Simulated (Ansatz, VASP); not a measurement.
One calculation of CdSe, two programs

INCAR

```
SYSTEM = CdSe
PREC = Accurate ; ENCUT = 600
EDIFF = 1E-7 ; ISMEAR = 0
SIGMA = 0.02 ; LREAL = .FALSE.
LASPH = .TRUE. ; NELM = 100
ALGO = Normal ; ISIF = 3
LWAVE = .FALSE. ; LCHARG = .FALSE.
GGA = PE ; IBRION = 2
NSW = 100 ; EDIFFG = -0.002
```

KPOINTS

```
regular mesh
0
G
  9 9 6
  0 0 0
```

Contents of POSCAR:

```
CdSe
1.0
    4.3830142939      0.0000000000      0.0000000000
   -2.1915071469      3.7958017237      0.0000000000
    0.0000000000      0.0000000000      7.1552701297
Cd Se
2 2
Direct
    0.3333333333      0.6666666667      0.0046378005
    0.6666666667      0.3333333333      0.5046378005
    0.3333333333      0.6666666667      0.3803621995
    0.6666666667      0.3333333333      0.8803621995
```

Input for Ansatz:

```yaml
crystal:
  lattice:
    - [4.3830142939, 0.0, 0.0]
    - [-2.1915071469, 3.7958017237, 0.0]
    - [0.0, 0.0, 7.1552701297]
  atoms:
    - { symbol: Cd, position: [0.3333333333, 0.6666666667, 0.0046378005] }
    - { symbol: Cd, position: [0.6666666667, 0.3333333333, 0.5046378005] }
    - { symbol: Se, position: [0.3333333333, 0.6666666667, 0.3803621995] }
    - { symbol: Se, position: [0.6666666667, 0.3333333333, 0.8803621995] }
basis:
  ecutwfc: 420
kpoints:
  mp_grid: { grid: [9, 9, 6] }
hamiltonian:
  xc: pbe
scf:
  occupations: { method: gaussian, width: 0.02 }
  mixing: { beta: 0.2 }
  n_extra_bands: 16
output:
  forces: true
  stress: true
  eigenvalues: true
relax:
  adjacent_minimum: "off"
  f_tol: 0.002
  max_steps: 80
  cell: { stress_tol: 0.02 }
```

Alike in both runs: task relaxation of cell and atoms; functional PBE; k mesh 9 × 9 × 6; occupations gaussian, width 0.02 eV; no spin polarisation.

|  | VASP | Ansatz |
| --- | --- | --- |
| version | VASP 6.6.1 | Ansatz 0.2.0 |
| potentials or method | VASP PAW PBE potentials, release 64 (Cd, Se), cutoff 600 eV | scalar-relativistic, plane waves, PAW |
| valence electrons in the cell | 36 | 72 |

```tsv
	VASP	Ansatz	Ansatz less VASP
gap on the k mesh at the Fermi level, each at its own relaxed structure (eV)	0.53	0.54	+0.012
relaxed volume (Å³/atom)	29.89	29.76	-0.133
relaxed length of the cell vector where the two differ most in proportion (Å)	7.166	7.155	-0.0107
```

VASP's potentials hold 36 valence electrons a cell and Ansatz's 72, so a difference there can come from the potentials and not from the codes.
